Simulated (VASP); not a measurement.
Wanted: the native input for a VASP 6.6.1 run.

- Task: single point
- Functional: RPBE
- Potentials or basis: VASP PAW PBE potentials, release 64 (Ti_sv)
- Cutoff: 520 eV
- k mesh: 13 × 13 × 13
- Occupations: fermi-dirac, width 0.1 eV
- Spin: no spin polarisation
- Dipole correction: no
- Further INCAR settings: ALGO = Normal; EDIFF = 1e-06; NBANDS = 12

The structure of Ti lies in POSCAR:

```
Ti
1.0
    2.6043403424      0.0000000000      0.0000000000
    0.0000000000      2.6043403424      0.0000000000
    0.0000000000      0.0000000000      2.6043403424
Ti
1
Direct
    0.0000000000      0.0000000000      0.0000000000
```

This cell differs from its parent crystal: volume scaled by 0.92.

One way to write it, as run:

INCAR

```
  PREC = Accurate
  ENCUT = 520
  EDIFF = 1E-6
  ISMEAR = -1
  SIGMA = 0.1
  LREAL = F
  LASPH = T
  NELM = 100
  ALGO = Normal
  ISIF = 2
  LWAVE = F
  LCHARG = T
  GGA = RP
  LELF = T
  LVHAR = T
  NBANDS = 12
```

KPOINTS

```
regular mesh
0
Gamma
  13 13 13
```

Potentials or basis: VASP PAW PBE potentials, release 64 (Ti_sv).

Command:

```sh
$ cat potpaw_PBE.64/Ti_sv/POTCAR > POTCAR
$ mpirun -np 1 vasp_std > vasp.out
```

Results of the run:

* Pressure: 6.7 GPa
* Band gap on the k mesh: zero (band 6 reaches 8.79 eV, above the bottom of band 7 at 6.71 eV)

Caveat: the PAW data sets were made with another functional, which shifts forces and pressure a little.

Wall time 21 s on 1 thread of AMD EPYC 7R43 64-Core Processor (Zen 3), with other jobs on the host, peak memory 0.09 GiB.
